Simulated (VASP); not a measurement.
# C (P1) in VASP: single point with PBE+D3(BJ)

Aim: the single point of C with PBE+D3(BJ).

Everything below comes from runs of VASP 6.6.1. Logs are shortened: lines on timing, memory, paths and dates and some standing lists are left out, and cuts for length are marked.

### Step 1. The cell of the first run

The typed cell holds 18 atoms: a = 5.061 Å, b = 5.061 Å, c = 6.630 Å, α = 102.53°, β = 102.53°, γ = 94.24°.

### Step 2. Single point, PBE+D3(BJ) (dynamics (nvt langevin) at 800 K, volume x 1.02, from the last frame before)

The input, INCAR:

```
PREC     = Accurate       # precision mode
ENCUT    = 520            # plane-wave cutoff, eV
EDIFF    = 1E-7           # SCF threshold, eV
ISMEAR   = -1             # smearing method
SIGMA    = 0.0689         # smearing width, eV
LREAL    = Auto         
LASPH    = T              # aspherical terms in the spheres
NELM     = 100            # most SCF steps
ALGO     = Normal         # electronic algorithm
ISIF     = 2              # what is computed and relaxed
LWAVE    = F              # write WAVECAR
LCHARG   = T              # write CHGCAR
GGA      = PE             # functional
IVDW     = 12             # dispersion correction
LELF     = T              # ELF
LVHAR    = T            
NBANDS   = 51             # bands
```

The input, KPOINTS:

```
Automatic mesh
0
Gamma
  4 4 2
  0.5 0.5 0.5
```

The input, POSCAR:

```
C
1.0
    1.2361592083      3.5684842584     -3.3691771201
   -2.4723184166     -2.8547874067     -3.3691771201
   -4.9446368332      2.8547874067      3.3691771201
C
18
Direct
    0.7916403159      0.4429320181      0.7174620908
    0.1064309062      0.4275859266      0.0570606080
    0.4120229577      0.4225010505      0.3875368222
    0.7706288672      0.0916678464      0.3956302417
    0.1239884450      0.1458664862      0.7168593321
    0.4548477556      0.1109799115      0.0557449559
    0.7475110062      0.7608931293      0.0540190364
    0.0733044712      0.7654124682      0.3955345400
    0.4498429764      0.7956209530      0.7146108647
    0.8758043219      0.5365641257      0.9469355113
    0.1737241709      0.5269331142      0.2810251466
    0.5485199417      0.5534447964      0.6010130399
    0.8953542856      0.2372080143      0.5997752317
    0.2300484005      0.2166940647      0.9492221330
    0.5305963705      0.1977288119      0.2772209674
    0.8512808707      0.8639117476      0.2759886740
    0.2146556677      0.9030918571      0.6075170030
    0.5429513470      0.8892695965      0.9357685635
```

Potentials or basis: VASP PAW PBE potentials, release 64 (C).

The run is started by

```
$ cat potpaw_PBE.64/C/POTCAR > POTCAR
$ mpirun -np 1 vasp_std > vasp.out
```

OUTCAR:

```text
PREC = Accurate
   ENCUT = 520
   EDIFF = 1E-7
   ISMEAR = -1
   LREAL = Auto
   LASPH = T
   NELM = 100
   ISIF = 2
   GGA = PE
   IVDW = 12
 IVDW          = 12

 ion  position               nearest neighbor table
   1  0.792  0.443  0.717-  13 1.37  10 1.45  12 1.52
   2  0.106  0.428  0.057-  14 1.42  11 1.42  10 1.45
   3  0.412  0.423  0.388-  12 1.42  11 1.46  15 1.46
   4  0.771  0.092  0.396-  13 1.38  16 1.39  15 1.50
   5  0.124  0.146  0.717-  13 1.41  17 1.44  14 1.47
   6  0.455  0.111  0.056-  18 1.39  15 1.40  14 1.41
[... 10 lines left out ...]
  17  0.215  0.903  0.608-   8 1.43   5 1.44   9 1.45
  18  0.543  0.889  0.936-   6 1.39   9 1.40   7 1.44

  LATTYP: Found a base centered monoclinic cell.
 ALAT       =     6.8878785305
 B/A-ratio  =     1.0768127250
 C/A-ratio  =     0.9624915373
 COS(beta)  =    -0.3186996602

  Lattice vectors:

 A1 = (   1.2361592083,   3.5684842584,  -3.3691771201)
 A2 = (  -2.4723184166,  -2.8547874067,  -3.3691771201)
 A3 = (  -4.9446368332,   2.8547874067,   3.3691771201)

Analysis of symmetry for initial positions (statically):
=====================================================================
 Subroutine PRICEL returns:
 Original cell was already a primitive cell.

 Routine SETGRP: Setting up the symmetry group for a
 base centered monoclinic supercell.

 Subroutine GETGRP returns: Found  1 space group operations
 (whereof  1 operations were pure point group operations)
 out of a pool of  4 trial point group operations.

The static configuration has the point symmetry C_1 .

Analysis of symmetry for dynamics (positions and initial velocities):
=====================================================================
 Subroutine PRICEL returns:
 Original cell was already a primitive cell.

 Routine SETGRP: Setting up the symmetry group for a
 base centered monoclinic supercell.

 Subroutine GETGRP returns: Found  1 space group operations
 (whereof  1 operations were pure point group operations)
 out of a pool of  4 trial point group operations.

The dynamic configuration has the point symmetry C_1 .

 Subroutine INISYM returns: Found  1 space group operations
 (whereof  1 operations are pure point group operations),
[... 118 lines left out ...]
   NELM   =    100;   NELMIN=  2; NELMDL= -5     # of ELM steps
   EDIFF  = 0.1E-06   stopping-criterion for ELM
   LREAL  =      T    real-space projection
   EDIFFG = 0.1E-05   stopping-criterion for IOM
   NSW    =      0    number of steps for IOM
   IBRION =     -1    ionic relax: 0-MD 1-quasi-New 2-CG
   NFREE  =      0    steps in history (QN), initial steepest desc. (CG)
   ISIF   =      2    stress and relaxation
   ISYM   =      2    0-nonsym 1-usesym 2-fastsym
   POTIM  = 0.5000    time-step for ionic-motion
   TEBEG  =    0.0;   TEEND  =   0.0 temperature during run
   PSTRESS=    0.0 pullay stress
   NELECT =      72.0000    total number of electrons
   NUPDOWN=      -1.0000    fix difference up-down
   EMIN   =  10.00;   EMAX   =-10.00  energy-range for DOS
   EFERMI =   0.00;   METHOD = LEGACY
   ISMEAR =    -1;   SIGMA  =   0.07  broadening in eV -4-tet -1-fermi 0-gaus
   EFERMI_NEDOS =   21; number of points for ismear=-14 and -15
   IALGO  =     38    algorithm
   IMIX   =      4    mixing-type and parameters
     AMIX     =   0.40;   BMIX     =  1.00
     AMIX_MAG =   1.60;   BMIX_MAG =  1.00
  volume/ion in A,a.u.               =       8.92        60.18
  Fermi-wavevector in a.u.,A,eV,Ry     =   1.253190  2.368187 21.367762  1.570486
  Thomas-Fermi vector in A             =   2.387055
   LORBIT       =      0    0 simple, 1 ext, 2 COOP (PROOUT), +10 PAW based schemes
   GGA     = PE    functional components
   LHFCALC =     F    Hartree Fock is set to
   AEXX    =    0.0000 exact exchange contribution
   IVDW    =    12    specifies the selected vdW correction
   LEPSILON=     F    determine dielectric tensor
   LRPA    =     F    only Hartree local field effects (RPA)
 non-spin polarized calculation
  energy-cutoff  :      520.00
  volume of cell :      160.51
 maximum number of plane-waves:      4332
 NGX is ok and might be reduce to    40
   NGX = 19   NGY = 19   NGZ = 25

 number of electron      72.0000000 magnetization

 Free energy of the ion-electron system (eV)
  ---------------------------------------------------
  ext. energy  EPLUGINS =         0.00000000
  ---------------------------------------------------
  free energy    TOTEN  =      -164.07440966 eV

  energy without entropy =     -164.07397827  energy(sigma->0) =     -164.07419397

 E-fermi :   4.6141     XC(G=0): -10.3001

 val. band max:        4.2161622628   @ k =  -0.3750  -0.3750   0.2500
 cond. band min:       5.0090934280   @ k =  -0.3750  -0.3750   0.2500
 fundamental gap:      0.7929311652
 Fermi energy:         4.6140705973

 k-point     1 :       0.1250    0.1250    0.2500
  band No.  band energies     occupation
      1     -14.5973      2.00000
      2     -13.8879      2.00000
      3     -12.8078      2.00000
      4     -12.6340      2.00000
      5     -10.9694      2.00000
      6     -10.7535      2.00000
[... 805 lines left out ...]
     47      11.7682      0.00000
     48      11.9845      0.00000
 [bands above 48 left out]

------------------------ aborting loop because EDIFF is reached ----------------------------------------

 Edisp (eV)   -2.79509

 E8    (eV) :    -0.7923

  FORCE on cell =-STRESS in cart. coord.  units (eV):
  Direction    XX          YY          ZZ          XY          YZ          ZX
  --------------------------------------------------------------------------------------
  -------------------------------------------------------------------------------------
  Total      -3.04483    -4.78923    -1.34665     1.26486     0.19617    -0.07052
  in kB     -30.39259   -47.80464   -13.44184    12.62549     1.95807    -0.70394
  external pressure =      -30.55 kB  Pullay stress =        0.00 kB

 VOLUME and BASIS-vectors are now :
 -----------------------------------------------------------------------------
  energy-cutoff  :      520.00
  volume of cell :      160.51
      direct lattice vectors                 reciprocal lattice vectors
     1.236159208  3.568484258 -3.369177120     0.000000000  0.155683903 -0.131914835
    -2.472318417 -2.854787407 -3.369177120    -0.134826215 -0.077841951 -0.131914835
    -4.944636833  2.854787407  3.369177120    -0.134826215  0.077841951  0.032978709

 POSITION                                       TOTAL-FORCE (eV/Angst)
 -----------------------------------------------------------------------------------
     -3.66407      3.60868     -1.74224        -2.615746     -4.297983      0.624488
     -1.20771     -0.67797     -1.60695        -1.386573     -1.823263      1.299802
     -2.45146      1.37048     -1.50598        -0.056265      0.310030     -0.360300
     -1.23026      3.61772     -1.57228         0.660234     -5.118066     -0.250734
     -3.75197      2.07251      1.50604         1.043661      2.941782      1.466250
      0.01225      1.46543     -1.71856        -0.205089     -1.721537      1.475889
[... 10 lines left out ...]
     -4.97133     -0.07781     -1.71906         0.242876      0.434088     -0.234877
     -6.15442      2.07026     -1.67264         0.513151      2.809705     -0.508077
 -----------------------------------------------------------------------------------
    total drift:                               -0.050571     -0.003788     -0.012544

  FREE ENERGIE OF THE ION-ELECTRON SYSTEM (eV)
  ---------------------------------------------------
  free  energy   TOTEN  =      -166.8694999298 eV

  energy  without entropy=     -166.8690685391  energy(sigma->0) =     -166.86928423
```

OSZICAR:

```text
N       E                     dE             d eps       ncg     rms          rms(c)
DAV:   1     0.278194599267E+03    0.27819E+03   -0.36860E+04  1632   0.132E+03
DAV:   2    -0.149286208671E+03   -0.42748E+03   -0.41155E+03  2018   0.280E+02
DAV:   3    -0.173767504130E+03   -0.24481E+02   -0.24260E+02  2016   0.667E+01
DAV:   4    -0.174219525992E+03   -0.45202E+00   -0.45088E+00  2136   0.965E+00
DAV:   5    -0.174231204395E+03   -0.11678E-01   -0.11670E-01  2144   0.151E+00    0.186E+01
DAV:   6    -0.166452202137E+03    0.77790E+01   -0.79877E+00  1904   0.103E+01    0.109E+01
DAV:   7    -0.164037292625E+03    0.24149E+01   -0.85359E+00  1912   0.105E+01    0.301E+00
DAV:   8    -0.164068778394E+03   -0.31486E-01   -0.24740E-01  1933   0.197E+00    0.837E-01
DAV:   9    -0.164073668954E+03   -0.48906E-02   -0.15263E-02  2072   0.555E-01    0.122E-01
DAV:  10    -0.164074124367E+03   -0.45541E-03   -0.14725E-03  2152   0.171E-01    0.582E-02
DAV:  11    -0.164074334383E+03   -0.21002E-03   -0.22777E-04  1976   0.708E-02    0.271E-02
DAV:  12    -0.164074406933E+03   -0.72550E-04   -0.79533E-05  1960   0.407E-02    0.552E-03
DAV:  13    -0.164074409576E+03   -0.26430E-05   -0.48906E-06  2096   0.958E-03    0.204E-03
DAV:  14    -0.164074409665E+03   -0.89339E-07   -0.33730E-07  1824   0.279E-03
   1 F= -.16686950E+03 E0= -.16686928E+03  d E =-.431391E-03
```

Wall time 4.1 min (1 thread of Intel Xeon 6975P-C, shared host); peak memory 0.29 GiB.

What came out:

```yaml
Free_energy: -166.8695 eV
Pressure: -3.1 GPa
Largest_force: 5.167 eV/Å
Band_gap_on_the_k_mesh: 0.79 eV
Dispersion_energy_per_atom: -0.155 eV
```

Forces in eV/Å, atoms in the order of the input:
```
C   -2.616 -4.298  0.624
C   -1.387 -1.823  1.300
C   -0.056  0.310 -0.360
C    0.660 -5.118 -0.251
C    1.044  2.942  1.466
C   -0.205 -1.722  1.476
C    1.660  0.911 -0.114
C    2.262  1.290 -0.345
C    1.788 -0.482  1.149
C    0.675 -0.986 -1.113
C   -0.680  2.039 -1.294
C   -1.544  1.162  0.208
C   -0.614  2.674  0.607
C    0.481 -2.956 -1.521
C   -1.627  1.659 -0.688
C   -0.598  1.154 -0.401
C    0.243  0.434 -0.235
C    0.513  2.810 -0.508
```

Stress tensor (GPa, compression positive):
```
-3.04  1.26 -0.07
 1.26 -4.78  0.20
-0.07  0.20 -1.34
```

Levels at points of the mesh, in eV from the valence-band top:
```
           k point  band 32  band 33  band 34  band 35  band 36  band 37  band 38  band 39  band 40  band 41
(0.12, 0.12, 0.25)    -3.40    -2.93    -1.66    -1.48    -1.33     2.04     2.34     2.50     3.57     3.74
```

Caveat: forces of over 1 eV/Å act on the atoms, so gaps and moduli don't describe the material at rest. A k mesh can miss the band edges.
